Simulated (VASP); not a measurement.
# F (Fm-3m) in VASP: a series of runs

F is run at these levels: PBEsol; tasks: single point.

Program: VASP 6.6.1. These are calculated values, not measurements. Logs are shortened: lines on timing, memory, paths and dates and some standing lists are left out, and cuts for length are marked.

### Step 1. The cell of the first run

The structure is cubic, space group Fm-3m (No. 225). The conventional cell has a = 2.677 Å, b = 2.677 Å, c = 2.677 Å, α = 90.00°, β = 90.00°, γ = 90.00°. Within 2.5 Å of F (site symmetry m-3m) lie 12 F at 1.89 Å.

### Step 2. Single point, PBEsol (volume scaled by 0.52)

Contents of INCAR:

```
SYSTEM = F
  PREC = Accurate
  ENCUT = 520
  EDIFF = 1E-7
  ISMEAR = -1
  SIGMA = 0.08
  LREAL = .FALSE.
  LASPH = .TRUE.
  NELM = 80
  ALGO = Normal
  ISIF = 2
  LWAVE = .FALSE.
  LCHARG = .TRUE.
  GGA = PS
  LELF = .TRUE.
  LVHAR = .TRUE.
  NBANDS = 10
```

Contents of KPOINTS:

```
regular mesh
0
G
  19 19 19
  0 0 0
```

Contents of POSCAR:

```
F
1.0
    0.0000000000      1.3387461972      1.3387461972
    1.3387461972      0.0000000000      1.3387461972
    1.3387461972      1.3387461972      0.0000000000
F
1
Direct
    0.0000000000      0.0000000000      0.0000000000
```

Potentials or basis: VASP PAW PBE potentials, release 64 (F).

The run is started by

```bash
$ cat potpaw_PBE.64/F/POTCAR > POTCAR
$ mpirun -np 1 vasp_std > vasp.out
```

OUTCAR:

```text
SYSTEM = F
   PREC = Accurate
   ENCUT = 520
   EDIFF = 1E-7
   ISMEAR = -1
   LREAL = .FALSE.
   LASPH = .TRUE.
   NELM = 80
   ISIF = 2
   GGA = PS

 ion  position               nearest neighbor table
   1  0.000  0.000  0.000-

  LATTYP: Found a face centered cubic cell.
 ALAT       =     2.6774923944

  Lattice vectors:

 A1 = (   0.0000000000,   1.3387461972,   1.3387461972)
 A2 = (   1.3387461972,   0.0000000000,   1.3387461972)
 A3 = (   1.3387461972,   1.3387461972,   0.0000000000)

Analysis of symmetry for initial positions (statically):
=====================================================================
 Subroutine PRICEL returns:
 Original cell was already a primitive cell.

 Routine SETGRP: Setting up the symmetry group for a
 face centered cubic supercell.

 Subroutine GETGRP returns: Found 48 space group operations
 (whereof 48 operations were pure point group operations)
 out of a pool of 48 trial point group operations.

The static configuration has the point symmetry O_h .

Analysis of symmetry for dynamics (positions and initial velocities):
=====================================================================
 Subroutine PRICEL returns:
 Original cell was already a primitive cell.

 Routine SETGRP: Setting up the symmetry group for a
 face centered cubic supercell.

 Subroutine GETGRP returns: Found 48 space group operations
 (whereof 48 operations were pure point group operations)
 out of a pool of 48 trial point group operations.

The dynamic configuration has the point symmetry O_h .

 Subroutine INISYM returns: Found 48 space group operations
 (whereof 48 operations are pure point group operations),
 and found     1 'primitive' translations

----------------------------------------------------------------------------------------

                                     Primitive cell

  volume of cell :       4.7987

  direct lattice vectors                    reciprocal lattice vectors
     0.000000000  1.338746197  1.338746197    -0.373483787  0.373483787  0.373483787
     1.338746197  0.000000000  1.338746197     0.373483787 -0.373483787  0.373483787
     1.338746197  1.338746197  0.000000000     0.373483787  0.373483787 -0.373483787

  length of vectors
     1.893273029  1.893273029  1.893273029     0.646892895  0.646892895  0.646892895

  position of ions in fractional coordinates (direct lattice)
     0.000000000  0.000000000  0.000000000

  ion indices of the primitive-cell ions
   primitive index   ion index
                 1           1

----------------------------------------------------------------------------------------

 KPOINTS: regular mesh

Automatic generation of k-mesh.
 Grid dimensions read from file:
 generate k-points for:   19   19   19

 Generating k-lattice:

  Cartesian coordinates                     Fractional coordinates (reciprocal lattice)
    -0.019657041  0.019657041  0.019657041     0.052631579  0.000000000  0.000000000
     0.019657041 -0.019657041  0.019657041     0.000000000  0.052631579  0.000000000
     0.019657041  0.019657041 -0.019657041     0.000000000  0.000000000  0.052631579

  Length of vectors
     0.034046994  0.034046994  0.034046994

  Shift w.r.t. Gamma in fractional coordinates (k-lattice)
     0.000000000  0.000000000  0.000000000

 Subroutine IBZKPT returns following result:
 ===========================================

 Found    220 irreducible k-points:

 Following reciprocal coordinates:
            Coordinates               Weight
  0.000000  0.000000  0.000000      1.000000
  0.052632  0.000000  0.000000      8.000000
  0.105263  0.000000  0.000000      8.000000
  0.157895  0.000000  0.000000      8.000000
  0.210526  0.000000  0.000000      8.000000
  0.263158  0.000000  0.000000      8.000000
[... 16 lines left out ...]
 -0.315789  0.052632  0.000000     24.000000
 -0.263158  0.052632  0.000000     24.000000
 [... further k-points ...]
   k-points           NKPTS =    220   k-points in BZ     NKDIM =    220   number of bands    NBANDS=     10
   number of dos      NEDOS =    301   number of ions     NIONS =      1
   total plane-waves  NPLWV =   2744
   dimension x,y,z NGX =    14 NGY =   14 NGZ =   14
   dimension x,y,z NGXF=    28 NGYF=   28 NGZF=   28
   ions per type =               1
   NGX,Y,Z   is equivalent  to a cutoff of  12.29, 12.29, 12.29 a.u.
   NGXF,Y,Z  is equivalent  to a cutoff of  24.59, 24.59, 24.59 a.u.
 SYSTEM =  F
   PREC   = accura    normal or accurate (medium, high low for compatibility)
   ISTART =      0    job   : 0-new  1-cont  2-samecut
   ICHARG =      2    charge: 1-file 2-atom 10-const
   ISPIN  =      1    spin polarized calculation?
   LNONCOLLINEAR =      F non collinear calculations
   LSORBIT =      F    spin-orbit coupling
   LASPH  =      T    aspherical Exc in radial PAW
   ENCUT  =  520.0 eV  38.22 Ry    6.18 a.u.   3.52  3.52  3.52*2*pi/ulx,y,z
   NELM   =     80;   NELMIN=  2; NELMDL= -5     # of ELM steps
   EDIFF  = 0.1E-06   stopping-criterion for ELM
   LREAL  =      F    real-space projection
   EDIFFG = 0.1E-05   stopping-criterion for IOM
   NSW    =      0    number of steps for IOM
   IBRION =     -1    ionic relax: 0-MD 1-quasi-New 2-CG
   NFREE  =      0    steps in history (QN), initial steepest desc. (CG)
   ISIF   =      2    stress and relaxation
   ISYM   =      2    0-nonsym 1-usesym 2-fastsym
   POTIM  = 0.5000    time-step for ionic-motion
   TEBEG  =    0.0;   TEEND  =   0.0 temperature during run
   PSTRESS=    0.0 pullay stress
   NELECT =       7.0000    total number of electrons
   NUPDOWN=      -1.0000    fix difference up-down
   EMIN   =  10.00;   EMAX   =-10.00  energy-range for DOS
   EFERMI =   0.00;   METHOD = LEGACY
   ISMEAR =    -1;   SIGMA  =   0.08  broadening in eV -4-tet -1-fermi 0-gaus
   EFERMI_NEDOS =   21; number of points for ismear=-14 and -15
   IALGO  =     38    algorithm
   IMIX   =      4    mixing-type and parameters
     AMIX     =   0.40;   BMIX     =  1.00
     AMIX_MAG =   1.60;   BMIX_MAG =  1.00
  volume/ion in A,a.u.               =       4.80        32.38
  Fermi-wavevector in a.u.,A,eV,Ry     =   1.856661  3.508580 46.901864  3.447190
  Thomas-Fermi vector in A             =   2.905495
   LORBIT       =      0    0 simple, 1 ext, 2 COOP (PROOUT), +10 PAW based schemes
   GGA     = PS    functional components
   LHFCALC =     F    Hartree Fock is set to
   AEXX    =    0.0000 exact exchange contribution
   IVDW    =     0    specifies the selected vdW correction
   LEPSILON=     F    determine dielectric tensor
   LRPA    =     F    only Hartree local field effects (RPA)
 non-spin polarized calculation
  energy-cutoff  :      520.00
  volume of cell :        4.80
 maximum number of plane-waves:       138
 NGX is ok and might be reduce to    14
   NGX =  7   NGY =  7   NGZ =  7

 number of electron       6.9999998 magnetization

 Free energy of the ion-electron system (eV)
  ---------------------------------------------------
  ext. energy  EPLUGINS =         0.00000000
  ---------------------------------------------------
  free energy    TOTEN  =         0.83658892 eV

  energy without entropy =        0.85527123  energy(sigma->0) =        0.84593007

 E-fermi :   6.6564     XC(G=0): -15.3245

 val. band max:        6.6525561675   @ k =  -0.1053   0.1579   0.0526
 cond. band min:       6.6672013658   @ k =  -0.4211   0.1579   0.0000
 fundamental gap:      0.0146451983
 Fermi energy:         6.6563820785

 k-point     1 :       0.0000    0.0000    0.0000
  band No.  band energies     occupation
      1     -23.3750      2.00000
      2       8.3317      0.00000
      3       8.3317      0.00000
      4       8.3317      0.00000
      5      31.8067      0.00000
      6      51.7937      0.00000
      7      51.7937      0.00000
      8      51.7937      0.00000
      9      57.8263      0.00000
     10      68.9324      0.00000

 k-point     2 :       0.0526    0.0000    0.0000
  band No.  band energies     occupation
      1     -23.2526      2.00000
      2       8.0075      0.00000
      3       8.2954      0.00000
      4       8.2954      0.00000
      5      31.9880      0.00000
      6      50.0823      0.00000
      7      51.9364      0.00000
      8      51.9364      0.00000
      9      59.7628      0.00000
     10      66.1396      0.00000

 k-point     3 :       0.1053    0.0000    0.0000
  band No.  band energies     occupation
      1     -22.8886      2.00000
      2       7.0737      0.01080
      3       8.1920      0.00000
      4       8.1920      0.00000
      5      32.4882      0.00000
      6      47.2940      0.00000
      7      52.2783      0.00000
      8      52.2783      0.00000
      9      62.2834      0.00000
     10      63.6111      0.00000

 k-point     4 :       0.1579    0.0000    0.0000
  band No.  band energies     occupation
      1     -22.2924      2.00000
      2       5.6364      1.99999
      3       8.0345      0.00000
      4       8.0345      0.00000
      5      33.1889      0.00000
      6      44.7326      0.00000
      7      52.5049      0.00000
      8      52.5049      0.00000
      9      61.6675      0.00000
     10      62.0690      0.00000

 k-point     5 :       0.2105    0.0000    0.0000
  band No.  band energies     occupation
      1     -21.4803      2.00000
      2       3.8342      2.00000
      3       7.8439      0.00000
      4       7.8439      0.00000
      5      33.9393      0.00000
      6      42.6390      0.00000
      7      52.2025      0.00000
      8      52.2025      0.00000
      9      59.9802      0.00000
     10      61.9331      0.00000

 k-point     6 :       0.2632    0.0000    0.0000
  band No.  band energies     occupation
      1     -20.4811      2.00000
      2       1.8161      2.00000
      3       7.6426      0.00001
      4       7.6426      0.00001
      5      34.5713      0.00000
      6      41.0868      0.00000
      7      51.3421      0.00000
      8      51.3421      0.00000
      9      58.5110      0.00000
     10      63.2136      0.00000

 k-point     7 :       0.3158    0.0000    0.0000
  band No.  band energies     occupation
      1     -19.3432      2.00000
      2      -0.2626      2.00000
      3       7.4532      0.00009
      4       7.4532      0.00009
      5      34.9388      0.00000
      6      40.1120      0.00000
      7      50.3023      0.00000
      8      50.3023      0.00000
      9      57.4535      0.00000
     10      65.4982      0.00000

 k-point     8 :       0.3684    0.0000    0.0000
  band No.  band energies     occupation
      1     -18.1576      2.00000
      2      -2.2259      2.00000
      3       7.2943      0.00069
      4       7.2943      0.00069
      5      35.0141      0.00000
      6      39.6640      0.00000
      7      49.3762      0.00000
      8      49.3762      0.00000
      9      56.8102      0.00000
     10      68.4307      0.00000

 k-point     9 :       0.4211    0.0000    0.0000
  band No.  band energies     occupation
      1     -17.0907      2.00000
      2      -3.8454      2.00000
      3       7.1801      0.00287
      4       7.1801      0.00287
      5      34.9206      0.00000
      6      39.5113      0.00000
      7      48.7080      0.00000
      8      48.7080      0.00000
      9      56.4900      0.00000
     10      71.6707      0.00000
[... 118 lines left out ...]
 k-point    19 :       0.4737    0.0526    0.0000
  band No.  band energies     occupation
      1     -16.5003      2.00000
      2      -4.4823      2.00000
      3       6.9130      0.07775
      4       7.0088      0.02414
      5      35.0782      0.00000
      6      39.1149      0.00000
      7      47.4273      0.00000
      8      48.7342      0.00000
      9      57.9841      0.00000
     10      71.8188      0.00000

 k-point    20 :      -0.4737    0.0526    0.0000
  band No.  band energies     occupation
      1     -16.2588      2.00000
      2      -4.8183      2.00000
      3       6.8200      0.22918
      4       7.0576      0.01318
      5      35.0627      0.00000
      6      39.0882      0.00000
      7      47.3805      0.00000
      8      48.5648      0.00000
      9      57.9506      0.00000
     10      74.2182      0.00000

 k-point    21 :      -0.4211    0.0526    0.0000
  band No.  band energies     occupation
      1     -16.7276      2.00000
      2      -4.1599      2.00000
      3       6.7935      0.30537
      4       7.1665      0.00340
      5      35.1191      0.00000
      6      39.1661      0.00000
      7      47.5515      0.00000
      8      48.7432      0.00000
      9      58.0927      0.00000
     10      70.9940      0.00000

 k-point    22 :      -0.3684    0.0526    0.0000
  band No.  band energies     occupation
      1     -17.6921      2.00000
      2      -2.7367      2.00000
      3       6.8368      0.18991
      4       7.3255      0.00047
      5      35.1926      0.00000
      6      39.3595      0.00000
      7      47.9481      0.00000
      8      49.2745      0.00000
      9      58.4457      0.00000
     10      67.5037      0.00000

 k-point    23 :      -0.3158    0.0526    0.0000
  band No.  band energies     occupation
      1     -18.8548      2.00000
      2      -0.8799      2.00000
      3       6.9476      0.05115
      4       7.5201      0.00004
      5      35.1445      0.00000
      6      39.7887      0.00000
      7      48.6017      0.00000
      8      50.1385      0.00000
      9      59.0754      0.00000
     10      64.2937      0.00000

 k-point    24 :      -0.2632    0.0526    0.0000
  band No.  band energies     occupation
      1     -20.0158      2.00000
      2       1.1543      2.00000
      3       7.1179      0.00623
      4       7.7318      0.00000
      5      34.8463      0.00000
      6      40.6305      0.00000
      7      49.4941      0.00000
      8      51.2618      0.00000
      9      59.9870      0.00000
     10      61.6011      0.00000

 [... further k-points ...]
[... 5 lines left out ...]
  --------------------------------------------------------------------------------------
  -------------------------------------------------------------------------------------
  Total        7.3214823      7.3214823      7.3214823     -0.0000000     -0.0000000     -0.0000000
  in kB     2444.4707866   2444.4707866   2444.4707866     -0.0000000     -0.0000000     -0.0000000
  external PRESSURE =    2444.4707866 kB  Pullay stress =       0.0000000 kB

 VOLUME and BASIS-vectors are now :
 -----------------------------------------------------------------------------
  energy-cutoff  :      520.00
  volume of cell :        4.80
      direct lattice vectors                 reciprocal lattice vectors
     0.000000000  1.338746197  1.338746197    -0.373483787  0.373483787  0.373483787
     1.338746197  0.000000000  1.338746197     0.373483787 -0.373483787  0.373483787
     1.338746197  1.338746197  0.000000000     0.373483787  0.373483787 -0.373483787

 POSITION                                       TOTAL-FORCE (eV/Angst)
 -----------------------------------------------------------------------------------
      0.00000      0.00000      0.00000        -0.000000      0.000000      0.000000
 -----------------------------------------------------------------------------------
    total drift:                               -0.000000     -0.000000     -0.000000

  FREE ENERGIE OF THE ION-ELECTRON SYSTEM (eV)
  ---------------------------------------------------
  free  energy   TOTEN  =         0.8365889154 eV

  energy  without entropy=        0.8552712251  energy(sigma->0) =        0.84593007
```

It took 2.5 s on 1 thread of Intel Xeon 6975P-C (Granite Rapids), shared host; peak memory 0.11 GiB.

Results:

| Property | Result |
| --- | --- |
| Free energy | 0.8366 eV |
| Pressure | 244.4 GPa |

Caveat: the PAW data sets were made with another functional, which shifts forces and pressure a little; an odd number of electrons without spin polarisation forces a metal; a magnetic or distorted state may lie lower.

### Step 3. Single point, PBEsol (volume scaled by 0.6)

Contents of INCAR:

```
PREC = Accurate
ENCUT = 520
EDIFF = 1E-6
ISMEAR = -1
SIGMA = 0.08
LREAL = False
LASPH = True
NELM = 100
ALGO = Normal
ISIF = 2
LWAVE = False
LCHARG = False
GGA = PS
NBANDS = 10
```

Contents of KPOINTS:

```
Automatic mesh
0
Gamma
  19 19 19
```

Contents of POSCAR:

```
F
1.0
    0.0000000000      1.4041523111      1.4041523111
    1.4041523111      0.0000000000      1.4041523111
    1.4041523111      1.4041523111      0.0000000000
F
1
Direct
    0.0000000000      0.0000000000      0.0000000000
```

Potentials or basis: VASP PAW PBE potentials, release 64 (F).

The run is started by

```bash
$ cat potpaw_PBE.64/F/POTCAR > POTCAR
$ mpirun -np 1 vasp_std > vasp.out
```

Wall time 2.6 s (1 thread of Intel Xeon 6975P-C (Granite Rapids), shared host); peak memory 0.11 GiB.

It converged, with:

| Property | Result |
| --- | --- |
| Free energy | -0.0173 eV |
| Pressure | 134.1 GPa |

Levels at points of the mesh, in eV from the Fermi level:
| k point | band 2 | band 3 | band 4 | band 5 | band 6 | band 7 |
| --- | --- | --- | --- | --- | --- | --- |
| (0.00, 0.00, 0.00) | 1.36 | 1.36 | 1.36 | 21.89 | 43.00 | 43.00 |

Caveat: the PAW data sets were made with another functional, which shifts forces and pressure a little; an odd number of electrons without spin polarisation forces a metal; a magnetic or distorted state may lie lower.
